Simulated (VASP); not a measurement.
# Mg8PS7 (a cell with a defect) in VASP: further runs

Runs on Mg8PS7 (a cell with a defect). Level: PBEsol+D4. Tasks: single point, relaxation of the atoms.

Everything below comes from runs of VASP 6.6.1. Logs are shortened: lines on timing, memory, paths and dates and some standing lists are left out, and cuts for length are marked.

### 1 The cell of the first run

The cell holds a defect, 16 atoms: a = 7.359 Å, b = 7.359 Å, c = 7.359 Å, α = 60.00°, β = 60.00°, γ = 60.00°.

### 2 Single point, PBEsol+D4

Contents of INCAR:

```
  PREC = Accurate
  ENCUT = 520
  EDIFF = 1E-6
  ISMEAR = -1
  SIGMA = 0.05
  LREAL = False
  LASPH = True
  NELM = 120
  ALGO = Normal
  ISIF = 2
  LWAVE = False
  LCHARG = False
  GGA = PS
  IVDW = 13
  NBANDS = 46
  GGA_COMPAT = False
```

Contents of KPOINTS:

```
Automatic mesh
0
Gamma
  2 2 2
```

Contents of POSCAR:

```
Mg8PS7
1.0
    0.0000000000      5.2033000000      5.2033000000
    5.2033000000      0.0000000000      5.2033000000
    5.2033000000      5.2033000000      0.0000000000
Mg P S
8 1 7
Direct
    0.0000000000      0.0000000000      0.0000000000
   -0.0013024418     -0.0013024418      0.5013024418
   -0.0013024418      0.5013024418     -0.0013024418
   -0.0013024418      0.5013024418      0.5013024418
    0.5013024418     -0.0013024418     -0.0013024418
    0.5013024418     -0.0013024418      0.5013024418
    0.5013024418      0.5013024418     -0.0013024418
    0.5000000000      0.5000000000      0.5000000000
    0.2500000000      0.2500000000      0.2500000000
    0.2500000000      0.2500000000      0.7500000000
    0.2500000000      0.7500000000      0.2500000000
    0.2500000000      0.7500000000      0.7500000000
    0.7500000000      0.2500000000      0.2500000000
    0.7500000000      0.2500000000      0.7500000000
    0.7500000000      0.7500000000      0.2500000000
    0.7500000000      0.7500000000      0.7500000000
```

Potentials or basis: VASP PAW PBE potentials, release 64 (Mg, P, S).

On the command line:

```console
$ cat potpaw_PBE.64/Mg/POTCAR potpaw_PBE.64/P/POTCAR potpaw_PBE.64/S/POTCAR > POTCAR
$ mpirun -np 1 vasp_std > vasp.out
```

OUTCAR:

```text
PREC = Accurate
   ENCUT = 520
   EDIFF = 1E-6
   ISMEAR = -1
   LREAL = False
   LASPH = True
   NELM = 120
   ISIF = 2
   GGA = PS
   IVDW = 13

 ion  position               nearest neighbor table
   1  0.000  0.000  0.000-  10 2.60  11 2.60  12 2.60  13 2.60  14 2.60  15 2.60
   2  0.999  0.999  0.501-  16 2.59  12 2.60  13 2.60  14 2.60  11 2.60   9 2.62
   3  0.999  0.501  0.999-  16 2.59  12 2.60  13 2.60  15 2.60  10 2.60   9 2.62
   4  0.999  0.501  0.501-  16 2.59  11 2.60  14 2.60  15 2.60  10 2.60   9 2.62
   5  0.501  0.999  0.999-  16 2.59  11 2.60  14 2.60  15 2.60  10 2.60   9 2.62
   6  0.501  0.999  0.501-  16 2.59  12 2.60  13 2.60  15 2.60  10 2.60   9 2.62
[... 8 lines left out ...]
  15  0.750  0.750  0.250-   1 2.60   8 2.60   4 2.60   5 2.60   6 2.60   3 2.60
  16  0.750  0.750  0.750-   2 2.59   3 2.59   4 2.59   5 2.59   6 2.59   7 2.59

  LATTYP: Found a face centered cubic cell.
 ALAT       =    10.4066000000

  Lattice vectors:

 A1 = (   0.0000000000,   5.2033000000,   5.2033000000)
 A2 = (   5.2033000000,   0.0000000000,   5.2033000000)
 A3 = (   5.2033000000,   5.2033000000,   0.0000000000)

Analysis of symmetry for initial positions (statically):
=====================================================================
 Subroutine PRICEL returns:
 Original cell was already a primitive cell.

 Routine SETGRP: Setting up the symmetry group for a
 face centered cubic supercell.

 Subroutine GETGRP returns: Found 48 space group operations
 (whereof 24 operations were pure point group operations)
 out of a pool of 48 trial point group operations.

The static configuration has the point symmetry T_d .
 The point group associated with its full space group is O_h .

Analysis of symmetry for dynamics (positions and initial velocities):
=====================================================================
 Subroutine PRICEL returns:
 Original cell was already a primitive cell.

 Routine SETGRP: Setting up the symmetry group for a
 face centered cubic supercell.

 Subroutine GETGRP returns: Found 48 space group operations
 (whereof 24 operations were pure point group operations)
 out of a pool of 48 trial point group operations.

The dynamic configuration has the point symmetry T_d .
 The point group associated with its full space group is O_h .

 Subroutine INISYM returns: Found 48 space group operations
 (whereof 24 operations are pure point group operations),
 and found     1 'primitive' translations

----------------------------------------------------------------------------------------

                                     Primitive cell

  volume of cell :     281.7517

  direct lattice vectors                    reciprocal lattice vectors
     0.000000000  5.203300000  5.203300000    -0.096092864  0.096092864  0.096092864
     5.203300000  0.000000000  5.203300000     0.096092864 -0.096092864  0.096092864
     5.203300000  5.203300000  0.000000000     0.096092864  0.096092864 -0.096092864

  length of vectors
     7.358577429  7.358577429  7.358577429     0.166437723  0.166437723  0.166437723

  position of ions in fractional coordinates (direct lattice)
     0.000000000  0.000000000  0.000000000
     0.998697558  0.998697558  0.501302442
     0.998697558  0.501302442  0.998697558
     0.998697558  0.501302442  0.501302442
     0.501302442  0.998697558  0.998697558
     0.501302442  0.998697558  0.501302442
[... 8 lines left out ...]
     0.750000000  0.750000000  0.250000000
     0.750000000  0.750000000  0.750000000

  ion indices of the primitive-cell ions
   primitive index   ion index
                 1           1
                 2           2
                 3           3
                 4           4
                 5           5
                 6           6
[... 8 lines left out ...]
                15          15
                16          16

----------------------------------------------------------------------------------------

 KPOINTS: Automatic mesh

Automatic generation of k-mesh.
 Grid dimensions read from file:
 generate k-points for:    2    2    2

 Generating k-lattice:

  Cartesian coordinates                     Fractional coordinates (reciprocal lattice)
    -0.048046432  0.048046432  0.048046432     0.500000000  0.000000000  0.000000000
     0.048046432 -0.048046432  0.048046432     0.000000000  0.500000000  0.000000000
     0.048046432  0.048046432 -0.048046432     0.000000000  0.000000000  0.500000000

  Length of vectors
     0.083218861  0.083218861  0.083218861

  Shift w.r.t. Gamma in fractional coordinates (k-lattice)
     0.000000000  0.000000000  0.000000000

 Subroutine IBZKPT returns following result:
 ===========================================

 Found      3 irreducible k-points:

 Following reciprocal coordinates:
            Coordinates               Weight
  0.000000  0.000000  0.000000      1.000000
  0.500000  0.000000  0.000000      4.000000
  0.500000  0.500000  0.000000      3.000000
   k-points           NKPTS =      3   k-points in BZ     NKDIM =      3   number of bands    NBANDS=     46
   number of dos      NEDOS =    301   number of ions     NIONS =     16
   total plane-waves  NPLWV = 175616
   dimension x,y,z NGX =    56 NGY =   56 NGZ =   56
   dimension x,y,z NGXF=   112 NGYF=  112 NGZF=  112
   ions per type =               8   1   7
   NGX,Y,Z   is equivalent  to a cutoff of  12.65, 12.65, 12.65 a.u.
   NGXF,Y,Z  is equivalent  to a cutoff of  25.30, 25.30, 25.30 a.u.
 SYSTEM =  unknown system
   PREC   = accura    normal or accurate (medium, high low for compatibility)
   ISTART =      0    job   : 0-new  1-cont  2-samecut
   ICHARG =      2    charge: 1-file 2-atom 10-const
   ISPIN  =      1    spin polarized calculation?
   LNONCOLLINEAR =      F non collinear calculations
   LSORBIT =      F    spin-orbit coupling
   LASPH  =      T    aspherical Exc in radial PAW
   ENCUT  =  520.0 eV  38.22 Ry    6.18 a.u.  13.68 13.68 13.68*2*pi/ulx,y,z
   NELM   =    120;   NELMIN=  2; NELMDL= -5     # of ELM steps
   EDIFF  = 0.1E-05   stopping-criterion for ELM
   LREAL  =      F    real-space projection
[... 7 lines left out ...]
   TEBEG  =    0.0;   TEEND  =   0.0 temperature during run
   PSTRESS=    0.0 pullay stress
   NELECT =      63.0000    total number of electrons
   NUPDOWN=      -1.0000    fix difference up-down
   EMIN   =  10.00;   EMAX   =-10.00  energy-range for DOS
   EFERMI =   0.00;   METHOD = LEGACY
   ISMEAR =    -1;   SIGMA  =   0.05  broadening in eV -4-tet -1-fermi 0-gaus
   EFERMI_NEDOS =   21; number of points for ismear=-14 and -15
   IALGO  =     38    algorithm
   IMIX   =      4    mixing-type and parameters
     AMIX     =   0.40;   BMIX     =  1.00
     AMIX_MAG =   1.60;   BMIX_MAG =  1.00
  volume/ion in A,a.u.               =      17.61       118.83
  Fermi-wavevector in a.u.,A,eV,Ry     =   0.993649  1.877724 13.433542  0.987337
  Thomas-Fermi vector in A             =   2.125545
   LORBIT       =      0    0 simple, 1 ext, 2 COOP (PROOUT), +10 PAW based schemes
   GGA     = PS    functional components
   LHFCALC =     F    Hartree Fock is set to
   AEXX    =    0.0000 exact exchange contribution
   IVDW    =    13    specifies the selected vdW correction
   LEPSILON=     F    determine dielectric tensor
   LRPA    =     F    only Hartree local field effects (RPA)
 non-spin polarized calculation
  energy-cutoff  :      520.00
  volume of cell :      281.75
 maximum number of plane-waves:      7640
 NGX is ok and might be reduce to    56
   NGX = 27   NGY = 27   NGZ = 27

 number of electron      62.9999999 magnetization

 Free energy of the ion-electron system (eV)
  ---------------------------------------------------
  ext. energy  EPLUGINS =         0.00000000
  ---------------------------------------------------
  free energy    TOTEN  =       -70.53779719 eV

  energy without entropy =      -70.49091931  energy(sigma->0) =      -70.51435825

 E-fermi :   4.3152     XC(G=0):  -9.8423

 val. band max:        4.2241495755   @ k =   0.5000   0.0000   0.0000
 cond. band min:       4.4754076073   @ k =   0.0000   0.0000   0.0000
 fundamental gap:      0.2512580318
 Fermi energy:         4.3152292923

 k-point     1 :       0.0000    0.0000    0.0000
  band No.  band energies     occupation
      1      -8.9429      2.00000
      2      -7.7051      2.00000
      3      -7.7051      2.00000
      4      -7.7051      2.00000
      5      -7.5814      2.00000
      6      -7.3270      2.00000
[... 35 lines left out ...]
     42       8.0707      0.00000
     43       8.8453      0.00000

 k-point     2 :       0.5000    0.0000    0.0000
  band No.  band energies     occupation
      1      -8.4890      2.00000
      2      -8.2991      2.00000
      3      -7.6045      2.00000
      4      -7.5380      2.00000
      5      -7.5380      2.00000
      6      -7.5369      2.00000
[... 35 lines left out ...]
     42      10.2970      0.00000
     43      10.3092      0.00000

 k-point     3 :       0.5000    0.5000    0.0000
  band No.  band energies     occupation
      1      -8.2840      2.00000
      2      -8.2142      2.00000
      3      -7.7816      2.00000
      4      -7.7800      2.00000
      5      -7.7800      2.00000
      6      -7.5088      2.00000
[... 35 lines left out ...]
     42       9.3921      0.00000
     43      11.1565      0.00000
 [bands above 43 left out]

------------------------ aborting loop because EDIFF is reached ----------------------------------------

  DFT-D4 for vdW energy calculation

  Edisp (eV):   -2.65664

  FORCE on cell =-STRESS in cart. coord.  units (eV):
  Direction    XX          YY          ZZ          XY          YZ          ZX
  --------------------------------------------------------------------------------------
  -------------------------------------------------------------------------------------
  Total      -2.43002    -2.43002    -2.43002    -0.00000    -0.00000    -0.00000
  in kB     -13.81829   -13.81829   -13.81829    -0.00000    -0.00000    -0.00000
  external pressure =      -13.82 kB  Pullay stress =        0.00 kB

 VOLUME and BASIS-vectors are now :
 -----------------------------------------------------------------------------
  energy-cutoff  :      520.00
  volume of cell :      281.75
      direct lattice vectors                 reciprocal lattice vectors
     0.000000000  5.203300000  5.203300000    -0.096092864  0.096092864  0.096092864
     5.203300000  0.000000000  5.203300000     0.096092864 -0.096092864  0.096092864
     5.203300000  5.203300000  0.000000000     0.096092864  0.096092864 -0.096092864

 POSITION                                       TOTAL-FORCE (eV/Angst)
 -----------------------------------------------------------------------------------
      0.00000      0.00000      0.00000         0.000000      0.000000      0.000000
      7.80495      7.80495     10.39305         0.000000      0.000000      0.029575
      7.80495     10.39305      7.80495         0.000000      0.029575      0.000000
      5.21685      7.80495      7.80495        -0.029575      0.000000      0.000000
     10.39305      7.80495      7.80495         0.029575      0.000000      0.000000
      7.80495      5.21685      7.80495         0.000000     -0.029575      0.000000
[... 8 lines left out ...]
      5.20330      5.20330      7.80495         0.000000      0.000000      0.000000
      7.80495      7.80495      7.80495         0.000000      0.000000      0.000000
 -----------------------------------------------------------------------------------
    total drift:                               -0.000000     -0.000000     -0.000000

  FREE ENERGIE OF THE ION-ELECTRON SYSTEM (eV)
  ---------------------------------------------------
  free  energy   TOTEN  =       -73.1944408444 eV

  energy  without entropy=      -73.1475629595  energy(sigma->0) =      -73.17100190
```

Wall time 63 s (1 thread of Intel Xeon Platinum 8259CL at 2.50GHz (Skylake/Cascade Lake), shared host); peak memory 0.44 GiB.

Results:

| Item | Value |
| --- | --- |
| Free energy | -73.1944 eV |
| Pressure | -1.4 GPa |
| Largest force | 0.030 eV/Å |
| Band gap on the k mesh | zero (an odd number of electrons rules out a gap without spin polarisation) |
| Dispersion energy per atom | -0.166 eV |

Forces on the atoms (eV/Å):
```
Mg   0.000  0.000  0.000
Mg   0.000  0.000  0.030
Mg   0.000  0.030  0.000
Mg  -0.030  0.000  0.000
Mg   0.030  0.000  0.000
Mg   0.000 -0.030  0.000
Mg   0.000  0.000 -0.030
Mg   0.000  0.000  0.000
P    0.000  0.000  0.000
S    0.000  0.000  0.000
S    0.000  0.000  0.000
S    0.000  0.000  0.000
S    0.000  0.000  0.000
S    0.000  0.000  0.000
S    0.000  0.000  0.000
S    0.000  0.000  0.000
```

Caveat: the k points lie up to 0.52 Å⁻¹ apart, too coarse for converged energies and pressures of a metal; the PAW data sets were made with another functional, which shifts forces and pressure a little; an odd number of electrons without spin polarisation forces a metal; a magnetic or distorted state may lie lower.

### 3 Relaxation of the atoms, PBEsol+D4

Contents of INCAR:

```
PREC = Accurate ; ENCUT = 520
EDIFF = 1E-7 ; ISMEAR = -1
SIGMA = 0.05 ; LREAL = F
LASPH = T ; NELM = 120
ALGO = Normal ; ISIF = 2
LWAVE = F ; LCHARG = F
GGA = PS ; IVDW = 13
IBRION = 2 ; NSW = 45
EDIFFG = -0.05 ; GGA_COMPAT = F
NELMIN = 4
```

KPOINTS is that of step 2.

Changes to POSCAR since step 2:

```diff
@@ -9,8 +9,8 @@
     0.0000000000      0.0000000000      0.0000000000
-   -0.0013024418     -0.0013024418      0.5013024418
-   -0.0013024418      0.5013024418     -0.0013024418
-   -0.0013024418      0.5013024418      0.5013024418
-    0.5013024418     -0.0013024418     -0.0013024418
-    0.5013024418     -0.0013024418      0.5013024418
-    0.5013024418      0.5013024418     -0.0013024418
+    0.0000000000      0.0000000000      0.5000000000
+    0.0000000000      0.5000000000      0.0000000000
+    0.0000000000      0.5000000000      0.5000000000
+    0.5000000000      0.0000000000      0.0000000000
+    0.5000000000      0.0000000000      0.5000000000
+    0.5000000000      0.5000000000      0.0000000000
     0.5000000000      0.5000000000      0.5000000000
```

Potentials or basis: VASP PAW PBE potentials, release 64 (Mg, P, S).

On the command line:

```console
$ cat potpaw_PBE.64/Mg/POTCAR potpaw_PBE.64/P/POTCAR potpaw_PBE.64/S/POTCAR > POTCAR
$ mpirun -np 1 vasp_std > vasp.out
```

Wall time 2.4 min (1 thread of Intel Xeon Platinum 8259CL at 2.50GHz (Skylake/Cascade Lake), shared host); peak memory 0.46 GiB.

It converged, with:

* Free energy: -73.1947 eV
* Energy gained by relaxing: 0.2 meV/atom
* Ionic steps: 3
* Pressure after relaxing: -1.4 GPa
* Band gap on the k mesh: zero (an odd number of electrons rules out a gap without spin polarisation)
* Dispersion energy per atom: -0.166 eV

Step by step:
| step | energy change (eV) | largest force (eV/Å) | pressure (GPa) |
| --- | --- | --- | --- |
| 1 | 0.0000 | 0.1179 | -1.37 |
| 2 | -0.0030 | 0.0562 | -1.37 |
| 3 | -0.0039 | 0.0002 | -1.38 |

Final structure:
```
CELL_PARAMETERS angstrom
0.00000 5.20330 5.20330
5.20330 0.00000 5.20330
5.20330 5.20330 0.00000
ATOMIC_POSITIONS crystal
Mg 0.00000 0.00000 0.00000
Mg 0.99896 0.99896 0.50104
Mg 0.99896 0.50104 0.99896
Mg 0.99896 0.50104 0.50104
Mg 0.50104 0.99896 0.99896
Mg 0.50104 0.99896 0.50104
Mg 0.50104 0.50104 0.99896
Mg 0.50000 0.50000 0.50000
P 0.25000 0.25000 0.25000
S 0.25000 0.25000 0.75000
S 0.25000 0.75000 0.25000
S 0.25000 0.75000 0.75000
S 0.75000 0.25000 0.25000
S 0.75000 0.25000 0.75000
S 0.75000 0.75000 0.25000
S 0.75000 0.75000 0.75000
```

Levels at points of the mesh, in eV from the Fermi level:
```csv
k point,band 28,band 29,band 30,band 31,band 32,band 33,band 34,band 35,band 36,band 37
"(0.00, 0.00, 0.00)",-0.92,-0.92,0.16,0.16,0.16,2.07,2.07,2.12,3.12,3.58
"(0.50, 0.00, 0.00)",-1.53,-1.00,-1.00,-0.09,-0.09,3.65,3.69,3.69,3.70,3.70
"(0.50, 0.50, 0.00)",-1.54,-1.30,-1.29,-0.38,-0.38,4.32,4.37,4.57,4.80,4.80
```

Caveat: the k points lie up to 0.52 Å⁻¹ apart, too coarse for converged energies and pressures of a metal; the PAW data sets were made with another functional, which shifts forces and pressure a little; an odd number of electrons without spin polarisation forces a metal; a magnetic or distorted state may lie lower.

The gap in the log of VASP goes by the Fermi energy; the results here count the filled bands.